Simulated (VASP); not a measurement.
Write the native input for VASP 6.6.1 that does the following.

```
Task                   : single point
Functional             : PBE
Potentials or basis    : VASP PAW PBE potentials, release 64 (Sn_d, Sb)
Cutoff                 : 520 eV
k mesh                 : 6 × 6 × 6
Occupations            : gaussian, width 0.1 eV
Spin                   : no spin polarisation
Dipole correction      : no
Further INCAR settings : ALGO = Fast; EDIFF = 1e-06; NBANDS = 34
```

The structure of Sn3Sb2 lies in POSCAR:

```
Sn3Sb2
1.0
    2.2052980103      1.2732293999      9.0028130449
   -2.2052980103      1.2732293999      9.0028130449
    0.0000000000     -2.5464587998      9.0028130449
Sn Sb
3 2
Direct
    0.0000000000      0.0000000000      0.0000000000
    0.2054077508      0.2054077508      0.2054077508
    0.7945922492      0.7945922492      0.7945922492
    0.4019945031      0.4019945031      0.4019945031
    0.5980054969      0.5980054969      0.5980054969
```

The input as run:

INCAR

```
ALGO = Fast
EDIFF = 1E-6
ENCUT = 520
GGA = PE
ISIF = 2
ISMEAR = 0
LASPH = T
LCHARG = T
LELF = T
LREAL = F
LVHAR = T
LWAVE = F
NBANDS = 34
NELM = 100
PREC = Accurate
SIGMA = 0.1
```

KPOINTS

```
k-points
0
Gamma
  6 6 6
```

Potentials or basis: VASP PAW PBE potentials, release 64 (Sn_d, Sb).

Run with:

```console
$ cat potpaw_PBE.64/Sn_d/POTCAR potpaw_PBE.64/Sb/POTCAR > POTCAR
$ mpirun -np 1 vasp_std > vasp.out
```

It gave:

```
Pressure               : 0.1 GPa
Largest force          : 0.017 eV/Å
Band gap on the k mesh : zero (bands 26 and 27 overlap by 1.10 eV)
```

Caveat: spin-orbit coupling is left out, which moves the levels of the heavy elements.

Wall time 4.5 min on 1 thread of Intel(R) Xeon(R) 6975P-C (Granite Rapids) (shared host), peak memory 0.75 GiB.
